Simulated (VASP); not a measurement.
# Co in VASP: further runs

The runs below take Co through single point, relaxation of cell and atoms, with PBEsol.

Everything below comes from runs of VASP 6.6.1. Logs are shortened: lines on timing, memory, paths and dates and some standing lists are left out, and cuts for length are marked.

## Step 1: The cell of the first run

The typed cell holds 2 atoms: a = 2.472 Å, b = 2.472 Å, c = 4.021 Å, α = 90.00°, β = 90.00°, γ = 120.00°.

## Step 2: Single point, PBEsol, collinear spin, ferromagnetic start (atoms moved at random)

The input, INCAR:

```
SYSTEM = Co
ALGO     = Normal         ! electronic algorithm
EDIFF    = 1E-6           ! SCF threshold, eV
ENCUT    = 520            ! plane-wave cutoff, eV
GGA      = PS             ! functional
ISIF     = 2              ! what is computed and relaxed
ISMEAR   = -1             ! smearing method
ISPIN    = 2              ! spin polarisation
LASPH    = .True.         ! aspherical terms in the spheres
LCHARG   = .True.         ! write CHGCAR
LELF     = .True.         ! ELF
LMAXMIX  = 4              ! l up to which the mixer works
LORBIT   = 11             ! projections on sites
LREAL    = .False.        ! projectors in reciprocal space
LVHAR    = .True.       
LWAVE    = .False.        ! write WAVECAR
MAGMOM   = 2 2            ! initial moments
NBANDS   = 20             ! bands
NELM     = 150            ! most SCF steps
PREC     = Accurate       ! precision mode
SIGMA    = 0.05           ! smearing width, eV
```

The input, KPOINTS:

```
k-points
0
Gamma
  12 12 7
  0 0 0
```

The input, POSCAR:

```
Co
1.0
    2.4719999032      0.0000000000      0.0000000000
   -1.2359999516      2.1408147143      0.0000000000
    0.0000000000      0.0000000000      4.0211440800
Co
2
Direct
    0.6648460000      0.3127030000      0.7427330000
    0.3433360000      0.6528870000      0.2401120000
```

Potentials or basis: VASP PAW PBE potentials, release 64 (Co).

Launch:

```
$ cat potpaw_PBE.64/Co/POTCAR > POTCAR
$ mpirun -np 1 vasp_std > vasp.out
```

OUTCAR:

```text
SYSTEM = Co
   EDIFF = 1E-6
   ENCUT = 520
   GGA = PS
   ISIF = 2
   ISMEAR = -1
   ISPIN = 2
   LASPH = .True.
   LORBIT = 11
   LREAL = .False.
   NELM = 150
   PREC = Accurate

 ion  position               nearest neighbor table
   1  0.665  0.313  0.743-   2 2.45   2 2.45   2 2.47   2 2.47   2 2.47   2 2.49
   2  0.343  0.653  0.240-   1 2.45   1 2.45   1 2.47   1 2.47   1 2.47   1 2.49

  LATTYP: Found a hexagonal cell.
 ALAT       =     2.4719999032
 C/A-ratio  =     1.6266764715

  Lattice vectors:

 A1 = (   2.4719999032,   0.0000000000,   0.0000000000)
 A2 = (  -1.2359999516,   2.1408147143,   0.0000000000)
 A3 = (   0.0000000000,   0.0000000000,   4.0211440800)

Analysis of symmetry for initial positions (statically):
=====================================================================
 Subroutine PRICEL returns:
 Original cell was already a primitive cell.

 Routine SETGRP: Setting up the symmetry group for a
 hexagonal supercell.

 Subroutine GETGRP returns: Found  2 space group operations
 (whereof  1 operations were pure point group operations)
 out of a pool of 24 trial point group operations.

The static configuration has the point symmetry C_1 .
 The point group associated with its full space group is S_2 .

Analysis of symmetry for dynamics (positions and initial velocities):
=====================================================================
 Subroutine PRICEL returns:
 Original cell was already a primitive cell.

 Routine SETGRP: Setting up the symmetry group for a
 hexagonal supercell.

 Subroutine GETGRP returns: Found  2 space group operations
 (whereof  1 operations were pure point group operations)
 out of a pool of 24 trial point group operations.

The dynamic configuration has the point symmetry C_1 .
 The point group associated with its full space group is S_2 .

Analysis of structural, dynamic, and magnetic symmetry:
=====================================================================
 Subroutine PRICEL returns:
 Original cell was already a primitive cell.

 Routine SETGRP: Setting up the symmetry group for a
 hexagonal supercell.

 Subroutine GETGRP returns: Found  2 space group operations
 (whereof  1 operations were pure point group operations)
 out of a pool of 24 trial point group operations.

The overall configuration has the point symmetry C_1 .
 The point group associated with its full space group is S_2 .

 Subroutine INISYM returns: Found  2 space group operations
 (whereof  1 operations are pure point group operations),
 and found     1 'primitive' translations

----------------------------------------------------------------------------------------

                                     Primitive cell

  volume of cell :      21.2803

  direct lattice vectors                    reciprocal lattice vectors
     2.471999903  0.000000000  0.000000000     0.404530760  0.233555943  0.000000000
    -1.235999952  2.140814714  0.000000000     0.000000000  0.467111887  0.000000000
     0.000000000  0.000000000  4.021144080     0.000000000  0.000000000  0.248685444

  length of vectors
     2.471999903  2.471999903  4.021144080     0.467111887  0.467111887  0.248685444

  position of ions in fractional coordinates (direct lattice)
     0.664846000  0.312703000  0.742733000
     0.343336000  0.652887000  0.240112000

  ion indices of the primitive-cell ions
   primitive index   ion index
                 1           1
                 2           2

----------------------------------------------------------------------------------------

 KPOINTS: k-points

Automatic generation of k-mesh.
 Grid dimensions read from file:
 generate k-points for:   12   12    7

 Generating k-lattice:

  Cartesian coordinates                     Fractional coordinates (reciprocal lattice)
     0.033710897  0.019462995  0.000000000     0.083333333 -0.000000000  0.000000000
     0.000000000  0.038925991  0.000000000     0.000000000  0.083333333  0.000000000
     0.000000000  0.000000000  0.035526492     0.000000000  0.000000000  0.142857143

  Length of vectors
     0.038925991  0.038925991  0.035526492

  Shift w.r.t. Gamma in fractional coordinates (k-lattice)
     0.000000000  0.000000000  0.000000000

 Subroutine IBZKPT returns following result:
 ===========================================

 Found    506 irreducible k-points:

 Following reciprocal coordinates:
            Coordinates               Weight
  0.000000  0.000000  0.000000      1.000000
  0.083333  0.000000  0.000000      2.000000
  0.000000  0.083333  0.000000      2.000000
 -0.083333  0.083333  0.000000      2.000000
  0.166667  0.000000  0.000000      2.000000
  0.000000  0.166667  0.000000      2.000000
[... 16 lines left out ...]
  0.166667  0.083333  0.000000      2.000000
 -0.083333  0.250000  0.000000      2.000000
 [... further k-points ...]
   k-points           NKPTS =    506   k-points in BZ     NKDIM =    506   number of bands    NBANDS=     20
   number of dos      NEDOS =    301   number of ions     NIONS =      2
   total plane-waves  NPLWV =   9720
   dimension x,y,z NGX =    18 NGY =   18 NGZ =   30
   dimension x,y,z NGXF=    36 NGYF=   36 NGZF=   60
   ions per type =               2
   NGX,Y,Z   is equivalent  to a cutoff of  12.11, 12.11, 12.40 a.u.
   NGXF,Y,Z  is equivalent  to a cutoff of  24.21, 24.21, 24.81 a.u.
 SYSTEM =  Co
   PREC   = accura    normal or accurate (medium, high low for compatibility)
   ISTART =      0    job   : 0-new  1-cont  2-samecut
   ICHARG =      2    charge: 1-file 2-atom 10-const
   ISPIN  =      2    spin polarized calculation?
   LNONCOLLINEAR =      F non collinear calculations
   LSORBIT =      F    spin-orbit coupling
   LASPH  =      T    aspherical Exc in radial PAW
   ENCUT  =  520.0 eV  38.22 Ry    6.18 a.u.   4.60  4.60  7.48*2*pi/ulx,y,z
   NELM   =    150;   NELMIN=  2; NELMDL= -5     # of ELM steps
   EDIFF  = 0.1E-05   stopping-criterion for ELM
   LREAL  =      F    real-space projection
   EDIFFG = 0.1E-04   stopping-criterion for IOM
   NSW    =      0    number of steps for IOM
   IBRION =     -1    ionic relax: 0-MD 1-quasi-New 2-CG
   NFREE  =      0    steps in history (QN), initial steepest desc. (CG)
   ISIF   =      2    stress and relaxation
   ISYM   =      2    0-nonsym 1-usesym 2-fastsym
   POTIM  = 0.5000    time-step for ionic-motion
   TEBEG  =    0.0;   TEEND  =   0.0 temperature during run
   PSTRESS=    0.0 pullay stress
   NELECT =      18.0000    total number of electrons
   NUPDOWN=      -1.0000    fix difference up-down
   EMIN   =  10.00;   EMAX   =-10.00  energy-range for DOS
   EFERMI =   0.00;   METHOD = LEGACY
   ISMEAR =    -1;   SIGMA  =   0.05  broadening in eV -4-tet -1-fermi 0-gaus
   EFERMI_NEDOS =   21; number of points for ismear=-14 and -15
   IALGO  =     38    algorithm
   IMIX   =      4    mixing-type and parameters
     AMIX     =   0.40;   BMIX     =  1.00
     AMIX_MAG =   1.60;   BMIX_MAG =  1.00
  volume/ion in A,a.u.               =      10.64        71.80
  Fermi-wavevector in a.u.,A,eV,Ry     =   1.548246  2.925761 32.614055  2.397065
  Thomas-Fermi vector in A             =   2.653224
   LORBIT       =     11    0 simple, 1 ext, 2 COOP (PROOUT), +10 PAW based schemes
   GGA     = PS    functional components
   LHFCALC =     F    Hartree Fock is set to
   AEXX    =    0.0000 exact exchange contribution
   IVDW    =     0    specifies the selected vdW correction
   LEPSILON=     F    determine dielectric tensor
   LRPA    =     F    only Hartree local field effects (RPA)
 spin polarized calculation
  energy-cutoff  :      520.00
  volume of cell :       21.28
 maximum number of plane-waves:       585
   NGX =  9   NGY =  9   NGZ = 15

 number of electron      18.0000006 magnetization       3.1852051

 Free energy of the ion-electron system (eV)
  ---------------------------------------------------
  ext. energy  EPLUGINS =         0.00000000
  ---------------------------------------------------
  free energy    TOTEN  =       -15.46036851 eV

  energy without entropy =      -15.44434437  energy(sigma->0) =      -15.45235644

 E-fermi :  10.3465     XC(G=0): -13.6944

 val. band max:       10.3464867700   @ k =  -0.0833   0.5000   0.4286
 cond. band min:      10.3468858583   @ k =  -0.1667  -0.2500  -0.1429
 fundamental gap:      0.0003990883
 Fermi energy:        10.3465022884

 spin component 1

 k-point     1 :       0.0000    0.0000    0.0000
  band No.  band energies     occupation
      1       1.2594      1.00000
      2       5.1029      1.00000
      3       7.6922      1.00000
      4       7.7458      1.00000
      5       7.7647      1.00000
      6       8.0621      1.00000
[... 12 lines left out ...]
     19      36.6281      0.00000
     20      36.6753      0.00000
[... 507 lines left out ...]
 k-point    24 :      -0.0833    0.2500    0.0000
  band No.  band energies     occupation
      1       2.9000      1.00000
      2       5.9150      1.00000
      3       6.9942      1.00000
      4       7.0695      1.00000
      5       7.7871      1.00000
      6       7.9103      1.00000
[... 12 lines left out ...]
     19      36.0297      0.00000
     20      37.4629      0.00000

 [... further k-points ...]

 spin component 2

 k-point     1 :       0.0000    0.0000    0.0000
  band No.  band energies     occupation
      1       1.3242      1.00000
      2       6.0481      1.00000
      3       9.2866      1.00000
      4       9.3437      1.00000
      5       9.3673      1.00000
      6       9.7134      1.00000
[... 12 lines left out ...]
     19      36.9682      0.00000
     20      37.0179      0.00000
[... 507 lines left out ...]
 k-point    24 :      -0.0833    0.2500    0.0000
  band No.  band energies     occupation
      1       2.9872      1.00000
      2       7.0033      1.00000
      3       8.1505      1.00000
      4       8.4196      1.00000
      5       9.3382      1.00000
      6       9.5255      1.00000
[... 12 lines left out ...]
     19      36.2598      0.00000
     20      37.9316      0.00000

 [... further k-points ...]
[... 5 lines left out ...]
  --------------------------------------------------------------------------------------
  -------------------------------------------------------------------------------------
  Total       -0.7811597     -0.7137130     -1.1119584     -0.0478672     -0.0030625     -0.0042751
  in kB      -58.8129850    -53.7349730    -83.7185980     -3.6038891     -0.2305731     -0.3218674
  external PRESSURE =     -65.4221853 kB  Pullay stress =       0.0000000 kB

 VOLUME and BASIS-vectors are now :
 -----------------------------------------------------------------------------
  energy-cutoff  :      520.00
  volume of cell :       21.28
      direct lattice vectors                 reciprocal lattice vectors
     2.471999903  0.000000000  0.000000000     0.404530760  0.233555943  0.000000000
    -1.235999952  2.140814714  0.000000000     0.000000000  0.467111887  0.000000000
     0.000000000  0.000000000  4.021144080     0.000000000  0.000000000  0.248685444

 POSITION                                       TOTAL-FORCE (eV/Angst)
 -----------------------------------------------------------------------------------
      1.25700      0.66944      2.98664         0.053609      0.037971     -0.062500
      0.04176      1.39771      0.96552        -0.053609     -0.037971      0.062500
 -----------------------------------------------------------------------------------
    total drift:                                0.000014     -0.000033     -0.000003

  FREE ENERGIE OF THE ION-ELECTRON SYSTEM (eV)
  ---------------------------------------------------
  free  energy   TOTEN  =       -15.4603685145 eV

  energy  without entropy=      -15.4443443652  energy(sigma->0) =      -15.45235644

 total charge

# of ion       s       p       d       tot
------------------------------------------
    1        0.497   0.542   7.271   8.310
    2        0.497   0.542   7.271   8.310
--------------------------------------------------
tot          0.994   1.084  14.541  16.620

 magnetization (x)

# of ion       s       p       d       tot
------------------------------------------
    1       -0.015  -0.050   1.669   1.604
    2       -0.015  -0.050   1.669   1.604
--------------------------------------------------
tot         -0.029  -0.101   3.337   3.208
```

It took 3.1 min on 1 thread of Intel Xeon 6975P-C (Granite Rapids), shared host; peak memory 0.37 GiB.

What came out:

```
Free energy                                           : -15.4604 eV
Pressure                                              : -6.5 GPa
Largest force                                         : 0.091 eV/Å
Net moment                                            : 3.19 μB per cell
Site moments                                          : Co +1.60 μB
Valence electrons inside the program's atomic spheres : Co 8.31
```

Forces on the atoms (eV/Å):
```
Co   0.054  0.038 -0.062
Co  -0.054 -0.038  0.062
```

Levels at points of the mesh, in eV from the Fermi level:
Spin up:
```tsv
k point	band 9	band 10	band 11	band 12	band 13	band 14
(0.00, 0.00, 0.00)	-1.85	-0.81	-0.73	-0.21	6.42	22.16
(0.50, 0.00, 0.00)	-0.53	-0.47	1.29	3.50	9.64	10.30
(0.00, 0.50, 0.00)	-0.56	-0.46	1.41	3.37	9.82	10.51
(0.50, 0.50, 0.00)	-0.56	-0.46	1.39	3.38	9.80	10.49
```
Spin down:
| k point | band 4 | band 5 | band 6 | band 7 | band 8 | band 9 | band 10 | band 11 |
| --- | --- | --- | --- | --- | --- | --- | --- | --- |
| (0.00, 0.00, 0.00) | -1.00 | -0.98 | -0.63 | -0.61 | -0.21 | -0.19 | -0.11 | 1.03 |
| (0.50, 0.00, 0.00) | -1.82 | -1.15 | -1.00 | -0.64 | 1.23 | 1.33 | 1.38 | 2.55 |
| (0.00, 0.50, 0.00) | -1.87 | -1.14 | -1.11 | -0.67 | 1.22 | 1.32 | 1.39 | 2.64 |
| (0.50, 0.50, 0.00) | -1.87 | -1.14 | -1.10 | -0.67 | 1.22 | 1.32 | 1.39 | 2.63 |

Caveat: the cell differs from its parent crystal (atoms moved at random); the PAW data sets were made with another functional, which shifts forces and pressure a little.

[end of part 1 of 3]
